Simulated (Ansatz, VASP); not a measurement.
## Two plane-wave programs on ZnS

```
Zn S
1.0
     6.63017    0.00000    0.00000
     0.00000    6.63017    0.00000
     0.00000    0.00000    3.86215
Zn S
4 4
Direct
  0.67519 0.67519 0.00000
  0.17519 0.82481 0.50000
  0.82481 0.17519 0.50000
  0.32481 0.32481 0.00000
  0.81429 0.81429 0.50000
  0.18571 0.18571 0.50000
  0.68571 0.31429 0.00000
  0.31429 0.68571 0.00000
```

Alike in both runs: task single point; functional r2SCAN; k mesh 4 × 4 × 8; occupations gaussian, width 0.02 eV; no spin polarisation.

```csv
,VASP,Ansatz
version,VASP 6.6.1,Ansatz 0.2.0
potentials or method,"VASP PAW PBE potentials, release 64 (Zn, S), cutoff 520 eV","scalar-relativistic, plane waves, PAW"
valence electrons in the cell,72,72
```

|  | VASP | Ansatz | Ansatz less VASP |
| --- | --- | --- | --- |
| gap on the k mesh at the Fermi level (eV) | 2.72 | 2.72 | -0.005 |
| least direct gap on the mesh (eV) | 2.72 | 2.72 | -0.005 |
| pressure (GPa) | -2.1 | -2.1 | -0.01 |
| traceless stress, the component that is largest in VASP (GPa) | -0.19 | -0.14 | +0.050 |
| rms of the force components (eV/Å) | 0.026 | 0.012 | -0.0138 |

VASP's potentials were made for PBE, not for r2SCAN. Atom by atom the forces differ by 0.018 eV/Å (rms over components).
